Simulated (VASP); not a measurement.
# Sb2Pt (Fm-3m) in VASP: notebook

Sb2Pt is run at these levels: r2SCAN; tasks: single point, relaxation of cell and atoms.

Everything below comes from runs of VASP 6.6.1. Logs are shortened: lines on timing, memory, paths and dates and some standing lists are left out, and cuts for length are marked.

### Step 1. The cell of the first run

It takes space group Fm-3m (No. 225, cubic). The conventional cell has a = 6.419 Å, b = 6.419 Å, c = 6.419 Å, α = 90.00°, β = 90.00°, γ = 90.00°. Sb (site symmetry -43m) has 4 Pt at 2.78 Å and 6 Sb at 3.21 Å within 3.7 Å. Pt (site symmetry m-3m) has 8 Sb at 2.78 Å within 3.7 Å.

### Step 2. Single point, r2SCAN

POSCAR reads:

```
Sb2Pt
1.0
    0.0000000000      3.2096699065      3.2096699065
    3.2096699065      0.0000000000      3.2096699065
    3.2096699065      3.2096699065      0.0000000000
Sb Pt
2 1
Direct
    0.2500000000      0.2500000000      0.2500000000
    0.7500000000      0.7500000000      0.7500000000
    0.0000000000      0.0000000000      0.0000000000
```

INCAR.step1 reads:

```
PREC     = Accurate       # precision mode
ENCUT    = 520            # plane-wave cutoff, eV
ISMEAR   = 0              # smearing method
SIGMA    = 0.1            # smearing width, eV
LREAL    = False          # projectors in reciprocal space
LASPH    = True           # aspherical terms in the spheres
NELM     = 100            # most SCF steps
NBANDS   = 17             # bands
GGA      = PE             # functional
ALGO     = Normal         # electronic algorithm
EDIFF    = 1E-4           # SCF threshold, eV
LWAVE    = True           # write WAVECAR
LCHARG   = False          # write CHGCAR
```

INCAR.step2 reads:

```
PREC     = Accurate       # precision mode
ENCUT    = 520            # plane-wave cutoff, eV
EDIFF    = 1E-7           # SCF threshold, eV
ISMEAR   = 0              # smearing method
SIGMA    = 0.1            # smearing width, eV
LREAL    = False          # projectors in reciprocal space
LASPH    = True           # aspherical terms in the spheres
NELM     = 100            # most SCF steps
ALGO     = Normal         # electronic algorithm
ISIF     = 2              # what is computed and relaxed
LWAVE    = False          # write WAVECAR
LCHARG   = False          # write CHGCAR
METAGGA  = R2SCAN         # meta-GGA
LMIXTAU  = True         
NBANDS   = 17             # bands
ISTART   = 1
```

KPOINTS reads:

```
Automatic mesh
0
Gamma
  6 6 6
```

Potentials or basis: VASP PAW PBE potentials, release 64 (Sb, Pt).

On the command line:

```sh
$ cat potpaw_PBE.64/Sb/POTCAR potpaw_PBE.64/Pt/POTCAR > POTCAR
$ cp INCAR.step1 INCAR
$ mpirun -np 1 vasp_std > vasp.out
$ cp INCAR.step2 INCAR
$ mpirun -np 1 vasp_std > vasp.out
```

OUTCAR:

```text
PREC = Accurate
   ENCUT = 520
   EDIFF = 1E-7
   ISMEAR = 0
   LREAL = False
   LASPH = True
   NELM = 100
   ISIF = 2
   METAGGA = R2SCAN
   ISTART = 1

 ion  position               nearest neighbor table
   1  0.250  0.250  0.250-   3 2.78   3 2.78   3 2.78   3 2.78   2 3.21   2 3.21   2 3.21   2 3.21
                             2 3.21   2 3.21
   2  0.750  0.750  0.750-   3 2.78   3 2.78   3 2.78   3 2.78   1 3.21   1 3.21   1 3.21   1 3.21
                             1 3.21   1 3.21
   3  0.000  0.000  0.000-   2 2.78   2 2.78   2 2.78   1 2.78   1 2.78   1 2.78   2 2.78   1 2.78

  LATTYP: Found a face centered cubic cell.
 ALAT       =     6.4193398130

  Lattice vectors:

 A1 = (   0.0000000000,   3.2096699065,   3.2096699065)
 A2 = (   3.2096699065,   0.0000000000,   3.2096699065)
 A3 = (   3.2096699065,   3.2096699065,   0.0000000000)

Analysis of symmetry for initial positions (statically):
=====================================================================
 Subroutine PRICEL returns:
 Original cell was already a primitive cell.

 Routine SETGRP: Setting up the symmetry group for a
 face centered cubic supercell.

 Subroutine GETGRP returns: Found 48 space group operations
 (whereof 48 operations were pure point group operations)
 out of a pool of 48 trial point group operations.

The static configuration has the point symmetry O_h .

Analysis of symmetry for dynamics (positions and initial velocities):
=====================================================================
 Subroutine PRICEL returns:
 Original cell was already a primitive cell.

 Routine SETGRP: Setting up the symmetry group for a
 face centered cubic supercell.

 Subroutine GETGRP returns: Found 48 space group operations
 (whereof 48 operations were pure point group operations)
 out of a pool of 48 trial point group operations.

The dynamic configuration has the point symmetry O_h .

 Subroutine INISYM returns: Found 48 space group operations
 (whereof 48 operations are pure point group operations),
 and found     1 'primitive' translations

----------------------------------------------------------------------------------------

                                     Primitive cell

  volume of cell :      66.1319

  direct lattice vectors                    reciprocal lattice vectors
     0.000000000  3.209669906  3.209669906    -0.155779259  0.155779259  0.155779259
     3.209669906  0.000000000  3.209669906     0.155779259 -0.155779259  0.155779259
     3.209669906  3.209669906  0.000000000     0.155779259  0.155779259 -0.155779259

  length of vectors
     4.539158713  4.539158713  4.539158713     0.269817592  0.269817592  0.269817592

  position of ions in fractional coordinates (direct lattice)
     0.250000000  0.250000000  0.250000000
     0.750000000  0.750000000  0.750000000
     0.000000000  0.000000000  0.000000000

  ion indices of the primitive-cell ions
   primitive index   ion index
                 1           1
                 2           2
                 3           3

----------------------------------------------------------------------------------------

 KPOINTS: Automatic mesh

Automatic generation of k-mesh.
 Grid dimensions read from file:
 generate k-points for:    6    6    6

 Generating k-lattice:

  Cartesian coordinates                     Fractional coordinates (reciprocal lattice)
    -0.025963210  0.025963210  0.025963210     0.166666667  0.000000000  0.000000000
     0.025963210 -0.025963210  0.025963210     0.000000000  0.166666667  0.000000000
     0.025963210  0.025963210 -0.025963210     0.000000000  0.000000000  0.166666667

  Length of vectors
     0.044969599  0.044969599  0.044969599

  Shift w.r.t. Gamma in fractional coordinates (k-lattice)
     0.000000000  0.000000000  0.000000000

 Subroutine IBZKPT returns following result:
 ===========================================

 Found     16 irreducible k-points:

 Following reciprocal coordinates:
            Coordinates               Weight
  0.000000  0.000000  0.000000      1.000000
  0.166667  0.000000  0.000000      8.000000
  0.333333  0.000000  0.000000      8.000000
  0.500000  0.000000  0.000000      4.000000
  0.166667  0.166667  0.000000      6.000000
  0.333333  0.166667  0.000000     24.000000
[... 8 lines left out ...]
 -0.333333  0.333333  0.166667     24.000000
 -0.333333  0.500000  0.166667     12.000000
   k-points           NKPTS =     16   k-points in BZ     NKDIM =     16   number of bands    NBANDS=     17
   number of dos      NEDOS =    301   number of ions     NIONS =      3
   total plane-waves  NPLWV =  46656
   dimension x,y,z NGX =    36 NGY =   36 NGZ =   36
   dimension x,y,z NGXF=    72 NGYF=   72 NGZF=   72
   ions per type =               2   1
   NGX,Y,Z   is equivalent  to a cutoff of  13.18, 13.18, 13.18 a.u.
   NGXF,Y,Z  is equivalent  to a cutoff of  26.37, 26.37, 26.37 a.u.
 SYSTEM =  unknown system
   PREC   = accura    normal or accurate (medium, high low for compatibility)
   ISTART =      1    job   : 0-new  1-cont  2-samecut
   ICHARG =      0    charge: 1-file 2-atom 10-const
   ISPIN  =      1    spin polarized calculation?
   LNONCOLLINEAR =      F non collinear calculations
   LSORBIT =      F    spin-orbit coupling
   LASPH  =      T    aspherical Exc in radial PAW
   ENCUT  =  520.0 eV  38.22 Ry    6.18 a.u.   8.44  8.44  8.44*2*pi/ulx,y,z
   NELM   =    100;   NELMIN=  2; NELMDL=  0     # of ELM steps
   EDIFF  = 0.1E-06   stopping-criterion for ELM
   LREAL  =      F    real-space projection
   EDIFFG = 0.1E-05   stopping-criterion for IOM
   NSW    =      0    number of steps for IOM
   IBRION =     -1    ionic relax: 0-MD 1-quasi-New 2-CG
   NFREE  =      0    steps in history (QN), initial steepest desc. (CG)
   ISIF   =      2    stress and relaxation
   ISYM   =      2    0-nonsym 1-usesym 2-fastsym
   POTIM  = 0.5000    time-step for ionic-motion
   TEBEG  =    0.0;   TEEND  =   0.0 temperature during run
   PSTRESS=    0.0 pullay stress
   NELECT =      20.0000    total number of electrons
   NUPDOWN=      -1.0000    fix difference up-down
   EMIN   =  10.00;   EMAX   =-10.00  energy-range for DOS
   EFERMI =   0.00;   METHOD = LEGACY
   ISMEAR =     0;   SIGMA  =   0.10  broadening in eV -4-tet -1-fermi 0-gaus
   EFERMI_NEDOS =   21; number of points for ismear=-14 and -15
   IALGO  =     38    algorithm
   IMIX   =      4    mixing-type and parameters
     AMIX     =   0.40;   BMIX     =  1.00
     AMIX_MAG =   1.60;   BMIX_MAG =  1.00
  volume/ion in A,a.u.               =      22.04       148.76
  Fermi-wavevector in a.u.,A,eV,Ry     =   1.098874  2.076570 16.429354  1.207523
  Thomas-Fermi vector in A             =   2.235259
   LORBIT       =      0    0 simple, 1 ext, 2 COOP (PROOUT), +10 PAW based schemes
   METAGGA = R2SCAN    functional components
   LHFCALC =     F    Hartree Fock is set to
   AEXX    =    0.0000 exact exchange contribution
   IVDW    =     0    specifies the selected vdW correction
   LEPSILON=     F    determine dielectric tensor
   LRPA    =     F    only Hartree local field effects (RPA)
 non-spin polarized calculation
 Gauss-broadening in eV      SIGMA  =   0.10
  energy-cutoff  :      520.00
  volume of cell :       66.13
 maximum number of plane-waves:      1807
 NGX is ok and might be reduce to    36
   NGX = 17   NGY = 17   NGZ = 17

 number of electron      20.0000001 magnetization

 Free energy of the ion-electron system (eV)
  ---------------------------------------------------
  ext. energy  EPLUGINS =         0.00000000
  ---------------------------------------------------
  free energy    TOTEN  =      -103.44686407 eV

  energy without entropy =     -103.43612078  energy(sigma->0) =     -103.44149242

 E-fermi :  10.0873     XC(G=0): -11.6714

 val. band max:       10.0494909409   @ k =  -0.3333   0.3333   0.1667
 cond. band min:      10.1360113737   @ k =  -0.3333   0.1667   0.0000
 fundamental gap:      0.0865204327
 Fermi energy:        10.0872631101

 k-point     1 :       0.0000    0.0000    0.0000
  band No.  band energies     occupation
      1      -4.1823      2.00000
      2       3.5090      2.00000
      3       3.5090      2.00000
      4       3.5090      2.00000
      5       3.7588      2.00000
      6       5.7598      2.00000
[... 9 lines left out ...]
     16      13.0609      0.00000
     17      13.8635      0.00000

 k-point     2 :       0.1667    0.0000    0.0000
  band No.  band energies     occupation
      1      -3.8567      2.00000
      2       1.7832      2.00000
      3       3.6687      2.00000
      4       3.6687      2.00000
      5       5.6499      2.00000
      6       5.6703      2.00000
[... 9 lines left out ...]
     16      13.9866      0.00000
     17      16.7443      0.00000

 k-point     3 :       0.3333    0.0000    0.0000
  band No.  band energies     occupation
      1      -2.9351      2.00000
      2       0.1581      2.00000
      3       3.9939      2.00000
      4       3.9939      2.00000
      5       5.6526      2.00000
      6       5.6526      2.00000
[... 9 lines left out ...]
     16      15.8215      0.00000
     17      19.6183      0.00000

 k-point     4 :       0.5000    0.0000    0.0000
  band No.  band energies     occupation
      1      -1.8889      2.00000
      2      -1.0706      2.00000
      3       4.1340      2.00000
      4       4.1340      2.00000
      5       4.9251      2.00000
      6       5.8538      2.00000
[... 9 lines left out ...]
     16      17.1829      0.00000
     17      17.1829      0.00000
[... 183 lines left out ...]
      1      -2.1587      2.00000
      2      -0.0727      2.00000
      3       3.6418      2.00000
      4       3.7224      2.00000
      5       4.5055      2.00000
      6       5.3824      2.00000
[... 9 lines left out ...]
     16      17.9205      0.00000
     17      18.6674      0.00000

 k-point    15 :      -0.3333    0.3333    0.1667
  band No.  band energies     occupation
      1      -1.1565      2.00000
      2      -0.8572      2.00000
      3       2.9948      2.00000
      4       3.4674      2.00000
      5       4.7885      2.00000
      6       5.4505      2.00000
[... 9 lines left out ...]
     16      18.9136      0.00000
     17      19.5251      0.00000

 k-point    16 :      -0.3333    0.5000    0.1667
  band No.  band energies     occupation
      1      -1.0803      2.00000
      2      -0.4163      2.00000
      3       2.0557      2.00000
      4       3.6508      2.00000
      5       5.2068      2.00000
      6       5.3571      2.00000
[... 9 lines left out ...]
     16      18.3659      0.00000
     17      19.3185      0.00000

------------------------ aborting loop because EDIFF is reached ----------------------------------------

  FORCE on cell =-STRESS in cart. coord.  units (eV):
  Direction    XX          YY          ZZ          XY          YZ          ZX
  --------------------------------------------------------------------------------------
  -------------------------------------------------------------------------------------
  Total        4.4031388      4.4031388      4.4031388     -0.0000000     -0.0000000      0.0000000
  in kB      106.6748023    106.6748023    106.6748023     -0.0000000     -0.0000000      0.0000000
  external PRESSURE =     106.6748023 kB  Pullay stress =       0.0000000 kB

 VOLUME and BASIS-vectors are now :
 -----------------------------------------------------------------------------
  energy-cutoff  :      520.00
  volume of cell :       66.13
      direct lattice vectors                 reciprocal lattice vectors
     0.000000000  3.209669906  3.209669906    -0.155779259  0.155779259  0.155779259
     3.209669906  0.000000000  3.209669906     0.155779259 -0.155779259  0.155779259
     3.209669906  3.209669906  0.000000000     0.155779259  0.155779259 -0.155779259

 POSITION                                       TOTAL-FORCE (eV/Angst)
 -----------------------------------------------------------------------------------
      1.60483      1.60483      1.60483         0.000000      0.000000      0.000000
      4.81450      4.81450      4.81450        -0.000000     -0.000000     -0.000000
      0.00000      0.00000      0.00000         0.000000     -0.000000     -0.000000
 -----------------------------------------------------------------------------------
    total drift:                               -0.000000      0.000000      0.000000

  FREE ENERGIE OF THE ION-ELECTRON SYSTEM (eV)
  ---------------------------------------------------
  free  energy   TOTEN  =      -103.4468640723 eV

  energy  without entropy=     -103.4361207757  energy(sigma->0) =     -103.44149242
```

It took 2.5 min on 1 thread of Intel Xeon 8259CL, shared host; peak memory 0.21 GiB.

What came out:

| Property | Result |
| --- | --- |
| Free energy | -103.4469 eV |
| Pressure | 10.7 GPa |
| Band gap on the k mesh | zero (bands 10 and 11 overlap by 1.72 eV) |

Levels at points of the mesh, in eV from the Fermi level:
```
           k point  band 7  band 8  band 9  band 10  band 11  band 12  band 13  band 14
(0.00, 0.00, 0.00)   -4.33    1.07    1.07     1.07     1.13     1.13     1.13     2.97
(0.50, 0.00, 0.00)   -4.23   -2.48   -2.48    -1.20    -0.64     1.48     1.48     6.49
(0.50, 0.50, 0.00)   -4.74   -4.30   -4.10    -1.77     1.45     5.08     5.08     5.10
```

Caveat: the cell stands under pressure; the PAW data sets were made with another functional, which shifts forces and pressure a little; spin-orbit coupling is left out, which moves the levels of the heavy elements.

### Step 3. Single point, r2SCAN

This run uses another cell than the first one, of 23.94 Å³/atom.

POSCAR reads:

```
Sb2Pt
1.0
    0.0000000000      3.2990386217      3.2990386217
    3.2990386217      0.0000000000      3.2990386217
    3.2990386217      3.2990386217      0.0000000000
Sb Pt
2 1
Direct
    0.2500000000      0.2500000000      0.2500000000
    0.7500000000      0.7500000000      0.7500000000
    0.0000000000      0.0000000000      0.0000000000
```

INCAR.step1 reads:

```
SYSTEM = Sb2Pt
PREC     = Accurate       ! precision mode
ENCUT    = 520            ! plane-wave cutoff, eV
ISMEAR   = 0              ! smearing method
SIGMA    = 0.1            ! smearing width, eV
LREAL    = .False.        ! projectors in reciprocal space
LASPH    = .True.         ! aspherical terms in the spheres
NELM     = 100            ! most SCF steps
NBANDS   = 17             ! bands
GGA      = PE             ! functional
ALGO     = Normal         ! electronic algorithm
EDIFF    = 1E-4           ! SCF threshold, eV
LWAVE    = .True.         ! write WAVECAR
LCHARG   = .False.        ! write CHGCAR
```

INCAR.step2 reads:

```
SYSTEM = Sb2Pt
PREC     = Accurate       ! precision mode
ENCUT    = 520            ! plane-wave cutoff, eV
EDIFF    = 1E-6           ! SCF threshold, eV
ISMEAR   = 0              ! smearing method
SIGMA    = 0.1            ! smearing width, eV
LREAL    = .False.        ! projectors in reciprocal space
LASPH    = .True.         ! aspherical terms in the spheres
NELM     = 100            ! most SCF steps
ALGO     = Normal         ! electronic algorithm
ISIF     = 2              ! what is computed and relaxed
LWAVE    = .False.        ! write WAVECAR
LCHARG   = .False.        ! write CHGCAR
METAGGA  = R2SCAN         ! meta-GGA
LMIXTAU  = .True.       
NBANDS   = 17             ! bands
ISTART   = 1
```

KPOINTS reads:

```
regular mesh
0
Gamma
  6 6 6
  0 0 0
```

Potentials or basis: VASP PAW PBE potentials, release 64 (Sb, Pt).

On the command line:

```sh
$ cat potpaw_PBE.64/Sb/POTCAR potpaw_PBE.64/Pt/POTCAR > POTCAR
$ cp INCAR.step1 INCAR
$ mpirun -np 1 vasp_std > vasp.out
$ cp INCAR.step2 INCAR
$ mpirun -np 1 vasp_std > vasp.out
```

Run time: 2.3 min. Hardware: 1 thread of Intel Xeon 8259CL, shared host; peak memory 0.22 GiB.

The run converged. Its results:

```yaml
Free_energy: -103.6175 eV
Pressure: -0.2 GPa
Band_gap_on_the_k_mesh: zero (bands 10 and 11 overlap by 1.92 eV)
```

Levels at points of the mesh, in eV from the Fermi level:
```csv
k point,band 8,band 9,band 10,band 11,band 12,band 13
"(0.00, 0.00, 0.00)",1.12,1.12,1.12,1.15,1.15,1.15
"(0.50, 0.00, 0.00)",-2.11,-2.11,-1.05,-0.80,1.47,1.47
"(0.50, 0.50, 0.00)",-3.75,-3.55,-1.71,1.62,4.70,4.70
```

Caveat: the PAW data sets were made with another functional, which shifts forces and pressure a little; spin-orbit coupling is left out, which moves the levels of the heavy elements.

(Part 1 of 2 ends here.)

The gap in the log of VASP goes by the Fermi energy; the results here count the filled bands.